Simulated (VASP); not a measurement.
SiC, 2 atoms in the cell. Symmetry: F-43m, No. 216, cubic system. The conventional cell has a = 4.225 Å, b = 4.225 Å, c = 4.225 Å, α = 90.00°, β = 90.00°, γ = 90.00°. Si (site symmetry -43m) has 4 C at 1.83 Å within 2.4 Å. Within 2.4 Å of C (site symmetry -43m) lie 4 Si at 1.83 Å.  This cell differs from its parent crystal: strain -3.0%.

- Program: VASP 6.6.1
- Task: single point
- Functional: HSE06
- Potentials or basis: VASP PAW PBE potentials, release 64 (Si, C)
- Cutoff: 520 eV
- k mesh: 8 × 8 × 8
- Occupations: gaussian, width 0.01 eV
- Spin: no spin polarisation
- Dipole correction: no
- Grid for exact exchange (PRECFOCK): Normal
- Further INCAR settings: ALGO = Normal; EDIFF = 1e-07; NBANDS = 11
- Share of exact exchange: 0.25
- Screening parameter: 0.2079 1/Å

Potentials or basis: VASP PAW PBE potentials, release 64 (Si, C).

Launch:

```sh
$ cat potpaw_PBE.64/Si/POTCAR potpaw_PBE.64/C/POTCAR > POTCAR
$ cp INCAR.step1 INCAR
$ mpirun -np 1 vasp_std > vasp.out
$ cp INCAR.step2 INCAR
$ mpirun -np 1 vasp_std > vasp.out
```

Hardware: 1 thread of Intel(R) Xeon(R) Platinum 8488C (Sapphire Rapids), on a shared host.

Problem. Estimate the wall time of this run.

Solution. It took 16 min on 1 thread of Intel(R) Xeon(R) Platinum 8488C (Sapphire Rapids), with other jobs on the host, peak memory 0.25 GiB. Counts: k points 29.
